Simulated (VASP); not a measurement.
# LiF (Fm-3m) in VASP: a series of runs, part 2 of 2

VASP 6.6.1. The steps go on from the part before.

## 3. Relaxation of cell and atoms, HSE06

This run uses another cell than the first one, of 8.17 Å³/atom.

POSCAR

```
LiF
1.0
    0.0000000000      2.0140000000      2.0140000000
    2.0140000000      0.0000000000      2.0140000000
    2.0140000000      2.0140000000      0.0000000000
Li F
1 1
Direct
    0.0000000000      0.0000000000      0.0000000000
    0.5000000000      0.5000000000      0.5000000000
```

INCAR.step1

```
PREC = Accurate
ENCUT = 600
EDIFF = 1E-5
ISMEAR = 0
SIGMA = 0.02
LREAL = F
LASPH = T
NELM = 100
ALGO = Normal
LWAVE = T
LCHARG = F
GGA = PE
NBANDS = 12
```

INCAR.step2

```
PREC = Accurate
ENCUT = 600
EDIFF = 1E-6
ISMEAR = 0
SIGMA = 0.02
LREAL = F
LASPH = T
NELM = 100
ALGO = Normal
ISIF = 3
LWAVE = F
LCHARG = F
GGA = PE
LHFCALC = T
HFSCREEN = 0.2079
PRECFOCK = Normal
IBRION = 2
NSW = 100
EDIFFG = -0.005
ISTART = 1
```

KPOINTS

```
Automatic mesh
0
Gamma
  6 6 6
```

Potentials or basis: VASP PAW PBE potentials, release 64 (Li_sv, F).

Launch:

```console
$ cat potpaw_PBE.64/Li_sv/POTCAR potpaw_PBE.64/F/POTCAR > POTCAR
$ cp INCAR.step1 INCAR
$ mpirun -np 1 vasp_std > vasp.out
$ cp INCAR.step2 INCAR
$ mpirun -np 1 vasp_std > vasp.out
```

OUTCAR:

```text
PREC = Accurate
   ENCUT = 600
   EDIFF = 1E-6
   ISMEAR = 0
   LREAL = F
   LASPH = T
   NELM = 100
   ISIF = 3
   GGA = PE
   LHFCALC = T
   HFSCREEN = 0.2079
   PRECFOCK = Normal
   IBRION = 2
   NSW = 100
   EDIFFG = -0.005
   ISTART = 1

 ion  position               nearest neighbor table
   1  0.000  0.000  0.000-   2 2.01   2 2.01   2 2.01   2 2.01   2 2.01   2 2.01
   2  0.500  0.500  0.500-   1 2.01   1 2.01   1 2.01   1 2.01   1 2.01   1 2.01

  LATTYP: Found a face centered cubic cell.
 ALAT       =     4.0280000000

  Lattice vectors:

 A1 = (   0.0000000000,   2.0140000000,   2.0140000000)
 A2 = (   2.0140000000,   0.0000000000,   2.0140000000)
 A3 = (   2.0140000000,   2.0140000000,   0.0000000000)

Analysis of symmetry for initial positions (statically):
=====================================================================
 Subroutine PRICEL returns:
 Original cell was already a primitive cell.

 Routine SETGRP: Setting up the symmetry group for a
 face centered cubic supercell.

 Subroutine GETGRP returns: Found 48 space group operations
 (whereof 48 operations were pure point group operations)
 out of a pool of 48 trial point group operations.

The static configuration has the point symmetry O_h .

Analysis of symmetry for dynamics (positions and initial velocities):
=====================================================================
 Subroutine PRICEL returns:
 Original cell was already a primitive cell.

 Routine SETGRP: Setting up the symmetry group for a
 face centered cubic supercell.

 Subroutine GETGRP returns: Found 48 space group operations
 (whereof 48 operations were pure point group operations)
 out of a pool of 48 trial point group operations.

The dynamic configuration has the point symmetry O_h .

 Subroutine INISYM returns: Found 48 space group operations
 (whereof 48 operations are pure point group operations),
 and found     1 'primitive' translations

----------------------------------------------------------------------------------------

                                     Primitive cell

  volume of cell :      16.3384

  direct lattice vectors                    reciprocal lattice vectors
     0.000000000  2.014000000  2.014000000    -0.248262165  0.248262165  0.248262165
     2.014000000  0.000000000  2.014000000     0.248262165 -0.248262165  0.248262165
     2.014000000  2.014000000  0.000000000     0.248262165  0.248262165 -0.248262165

  length of vectors
     2.848226115  2.848226115  2.848226115     0.430002683  0.430002683  0.430002683

  position of ions in fractional coordinates (direct lattice)
     0.000000000  0.000000000  0.000000000
     0.500000000  0.500000000  0.500000000

  ion indices of the primitive-cell ions
   primitive index   ion index
                 1           1
                 2           2

----------------------------------------------------------------------------------------

 KPOINTS: Automatic mesh

Automatic generation of k-mesh.
 Grid dimensions read from file:
 generate k-points for:    6    6    6

 Generating k-lattice:

  Cartesian coordinates                     Fractional coordinates (reciprocal lattice)
    -0.041377027  0.041377027  0.041377027     0.166666667  0.000000000  0.000000000
     0.041377027 -0.041377027  0.041377027     0.000000000  0.166666667  0.000000000
     0.041377027  0.041377027 -0.041377027     0.000000000  0.000000000  0.166666667

  Length of vectors
     0.071667114  0.071667114  0.071667114

  Shift w.r.t. Gamma in fractional coordinates (k-lattice)
     0.000000000  0.000000000  0.000000000

 Subroutine IBZKPT returns following result:
 ===========================================

 Found     16 irreducible k-points:

 Following reciprocal coordinates:
            Coordinates               Weight
  0.000000  0.000000  0.000000      1.000000
  0.166667  0.000000  0.000000      8.000000
  0.333333  0.000000  0.000000      8.000000
  0.500000  0.000000  0.000000      4.000000
  0.166667  0.166667  0.000000      6.000000
  0.333333  0.166667  0.000000     24.000000
[... 8 lines left out ...]
 -0.333333  0.333333  0.166667     24.000000
 -0.333333  0.500000  0.166667     12.000000
   k-points           NKPTS =     16   k-points in BZ     NKDIM =    216   number of bands    NBANDS=      9
   number of dos      NEDOS =    301   number of ions     NIONS =      2
   total plane-waves  NPLWV =  13824
   dimension x,y,z NGX =    24 NGY =   24 NGZ =   24
   dimension x,y,z NGXF=    48 NGYF=   48 NGZF=   48
   ions per type =               1   1
   NGX,Y,Z   is equivalent  to a cutoff of  14.01, 14.01, 14.01 a.u.
   NGXF,Y,Z  is equivalent  to a cutoff of  28.02, 28.02, 28.02 a.u.
 SYSTEM =  unknown system
   PREC   = accura    normal or accurate (medium, high low for compatibility)
   ISTART =      1    job   : 0-new  1-cont  2-samecut
   ICHARG =      0    charge: 1-file 2-atom 10-const
   ISPIN  =      1    spin polarized calculation?
   LNONCOLLINEAR =      F non collinear calculations
   LSORBIT =      F    spin-orbit coupling
   LASPH  =      T    aspherical Exc in radial PAW
   ENCUT  =  600.0 eV  44.10 Ry    6.64 a.u.   5.69  5.69  5.69*2*pi/ulx,y,z
   NELM   =    100;   NELMIN=  2; NELMDL=  0     # of ELM steps
   EDIFF  = 0.1E-05   stopping-criterion for ELM
   LREAL  =      F    real-space projection
   EDIFFG = -.5E-02   stopping-criterion for IOM
   NSW    =    100    number of steps for IOM
   IBRION =      2    ionic relax: 0-MD 1-quasi-New 2-CG
   NFREE  =      1    steps in history (QN), initial steepest desc. (CG)
   ISIF   =      3    stress and relaxation
   ISYM   =      3    0-nonsym 1-usesym 2-fastsym
   POTIM  = 0.5000    time-step for ionic-motion
   TEBEG  =    0.0;   TEEND  =   0.0 temperature during run
   PSTRESS=    0.0 pullay stress
   NELECT =      10.0000    total number of electrons
   NUPDOWN=      -1.0000    fix difference up-down
   EMIN   =  10.00;   EMAX   =-10.00  energy-range for DOS
   EFERMI =   0.00;   METHOD = LEGACY
   ISMEAR =     0;   SIGMA  =   0.02  broadening in eV -4-tet -1-fermi 0-gaus
   EFERMI_NEDOS =   21; number of points for ismear=-14 and -15
   IALGO  =     38    algorithm
   IMIX   =      1    mixing-type and parameters
     AMIX     =   0.40;   BMIX     =  1.00
     AMIX_MAG =   1.60;   BMIX_MAG =  1.00
  volume/ion in A,a.u.               =       8.17        55.13
  Fermi-wavevector in a.u.,A,eV,Ry     =   1.389970  2.626662 26.286674  1.932016
  Thomas-Fermi vector in A             =   2.513950
   LORBIT       =      0    0 simple, 1 ext, 2 COOP (PROOUT), +10 PAW based schemes
   GGA     = PE    functional components
   LHFCALC =     T    Hartree Fock is set to
   PRECFOCK=normal    Normal, Fast or Accurate (Low or Medium for compatibility)
   ENCUT4O =  -1.0   cutoff for four orbital integrals eV
   NKREDX  =     1    reduce k-point grid by
   NKREDY  =     1    reduce k-point grid by
   NKREDZ  =     1    reduce k-point grid by
   AEXX    =    0.2500 exact exchange contribution
   HFSCREEN=    0.2079 screening length (either q_TF or 0.3 A-1)
   HFSCREENC=   0.2079 screening length for correlation (either q_TF or 0.3 A-1)
   ENCUTFOCK=  -1.0 apply spherical cutoff to Coloumb kernel
   IVDW    =     0    specifies the selected vdW correction
   LEPSILON=     F    determine dielectric tensor
   LRPA    =     F    only Hartree local field effects (RPA)
 conjugate gradient relaxation of ions
 non-spin polarized calculation
 Gauss-broadening in eV      SIGMA  =   0.02
  energy-cutoff  :      600.00
  volume of cell :       16.34
 maximum number of plane-waves:       556
  NGX = 18; NGY = 18; NGZ = 18

--------------------------------------- Ionic step        1  -------------------------------------------

 number of electron       9.9999992 magnetization

 Free energy of the ion-electron system (eV)
  ---------------------------------------------------
  ext. energy  EPLUGINS =         0.00000000
  ---------------------------------------------------
  free energy    TOTEN  =       -11.38965840 eV

  energy without entropy =      -11.38965840  energy(sigma->0) =      -11.38965840

------------------------ aborting loop because EDIFF is reached ----------------------------------------

  FORCE on cell =-STRESS in cart. coord.  units (eV):
  Direction    XX          YY          ZZ          XY          YZ          ZX
  --------------------------------------------------------------------------------------
  -------------------------------------------------------------------------------------
  Total       -0.1546238     -0.1546238     -0.1546238      0.0000000     -0.0000000     -0.0000000
  in kB      -15.1627666    -15.1627666    -15.1627666      0.0000000     -0.0000000     -0.0000000
  external PRESSURE =     -15.1627666 kB  Pullay stress =       0.0000000 kB
[... 57 lines left out ...]
  energy  without entropy=      -11.3909110786  energy(sigma->0) =      -11.39091108

--------------------------------------- Ionic step        3  -------------------------------------------

 number of electron       9.9999995 magnetization

 Free energy of the ion-electron system (eV)
  ---------------------------------------------------
  ext. energy  EPLUGINS =         0.00000000
  ---------------------------------------------------
  free energy    TOTEN  =       -11.39125997 eV

  energy without entropy =      -11.39125997  energy(sigma->0) =      -11.39125997

 E-fermi :  -2.3556     XC(G=0):  -8.2495

 val. band max:       -2.6057663307   @ k =   0.0000   0.0000   0.0000
 cond. band min:       8.9927078249   @ k =   0.0000   0.0000   0.0000
 fundamental gap:     11.5984741556
 Fermi energy:        -2.3555987051

 k-point     1 :       0.0000    0.0000    0.0000
  band No.  band energies     occupation
      1     -45.5229      2.00000
      2     -24.2428      2.00000
      3      -2.6058      2.00000
      4      -2.6058      2.00000
      5      -2.6058      2.00000
      6       8.9927      0.00000
      7      24.2989      0.00000
      8      24.2989      0.00000
      9      24.2989      0.00000
[... 207 lines left out ...]
  FREE ENERGIE OF THE ION-ELECTRON SYSTEM (eV)
  ---------------------------------------------------
  free  energy   TOTEN  =       -11.3912599708 eV

  energy  without entropy=      -11.3912599708  energy(sigma->0) =      -11.39125997

 reached required accuracy - stopping structural energy minimisation
```

OSZICAR.step1:

```text
N       E                     dE             d eps       ncg     rms          rms(c)
DAV:   1     0.389923953741E+02    0.38992E+02   -0.59234E+03   392   0.969E+02
DAV:   2    -0.883159142927E+01   -0.47824E+02   -0.46539E+02   464   0.207E+02
DAV:   3    -0.101373325557E+02   -0.13057E+01   -0.13031E+01   504   0.304E+01
DAV:   4    -0.101489060710E+02   -0.11574E-01   -0.11573E-01   424   0.327E+00
DAV:   5    -0.101490397012E+02   -0.13363E-03   -0.13363E-03   496   0.239E-01    0.454E+00
DAV:   6    -0.962919797055E+01    0.51984E+00   -0.24949E+00   420   0.983E+00    0.140E+00
DAV:   7    -0.963320807252E+01   -0.40101E-02   -0.18310E-02   512   0.121E+00    0.866E-01
DAV:   8    -0.963981909139E+01   -0.66110E-02   -0.15345E-02   472   0.132E+00    0.113E-01
DAV:   9    -0.963983904347E+01   -0.19952E-04   -0.90397E-04   444   0.279E-01    0.446E-02
DAV:  10    -0.963992176249E+01   -0.82719E-04   -0.14181E-04   420   0.948E-02    0.156E-02
DAV:  11    -0.963992519096E+01   -0.34285E-05   -0.54705E-06   324   0.227E-02
   1 F= -.96399252E+01 E0= -.96399252E+01  d E =-.516918E-37
```

Wall time 9.9 min (1 thread of Intel Xeon Platinum 8488C (Sapphire Rapids), shared host); peak memory 0.24 GiB.

Results:

```
Free energy                           : -11.3913 eV
Relaxed volume                        : 7.99 Å³/atom
Relaxed cell                          : a = 2.828 Å, b = 2.828 Å, c = 2.828 Å, α = 60.00°, β = 60.00°, γ = 60.00°
Space group after relaxing (to 0.1 Å) : Fm-3m (No. 225)
Energy gained by relaxing             : 0.8 meV/atom
Ionic steps                           : 3
Pressure after relaxing               : 0.0 GPa
Band gap on the k mesh                : 11.60 eV
```

Step by step:
```csv
step,energy change (eV),largest force (eV/Å),pressure (GPa),volume (Å³)
1,0.0000,0.0000,-1.52,16.34
2,-0.0013,0.0000,-0.75,16.16
3,-0.0016,0.0000,0.03,15.98
```

Final structure:
```xyz
2
Lattice="0.0000 1.9994 1.9994 1.9994 0.0000 1.9994 1.9994 1.9994 0.0000" Properties=species:S:1:pos:R:3 pbc="T T T"
Li    0.0000    0.0000    0.0000
F     1.9994    1.9994    1.9994
```

Caveat: the k points lie up to 0.45 Å⁻¹ apart in the final cell; the cutoff is under 1.25 times the usual one of these potentials, so pressure, stress and relaxed cells hold a basis-set (Pulay) error; the PAW data sets were made with another functional, which shifts forces and pressure a little.
